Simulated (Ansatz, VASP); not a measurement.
# CaSe in VASP and in Ansatz

```xyz
2
Lattice="0.0000 2.9792 2.9792 2.9792 0.0000 2.9792 2.9792 2.9792 0.0000" Properties=species:S:1:pos:R:3 pbc="T T T"
Ca    0.0000    0.0000    0.0000
Se    2.9792    2.9792    2.9792
```

Alike in both runs: functional PBE; k mesh 7 × 7 × 7; occupations fermi-dirac, width 0.02 eV; no spin polarisation.

Ansatz relaxed the structure, and its values are those at the end. VASP's run is a single point on that final structure, the one shown.

```csv
,VASP,Ansatz
version,VASP 6.6.1,Ansatz 0.2.0
potentials or method,"VASP PAW PBE potentials, release 64 (Ca_sv, Se)","PAW with Ansatz's default frozen-core files, scalar-relativistic"
plane-wave cutoff (eV),520,420
valence electrons in the cell,16,26
```

Ansatz gave:

```
gap on the k mesh at the Fermi level (eV) : 2.14
pressure (GPa)                            : 0.0
```

Which values does VASP return?

gap on the k mesh at the Fermi level (eV): 2.13; pressure (GPa): 0.2.

VASP's potentials hold 16 valence electrons a cell and Ansatz's 26, so a difference there can come from the potentials and not from the codes.
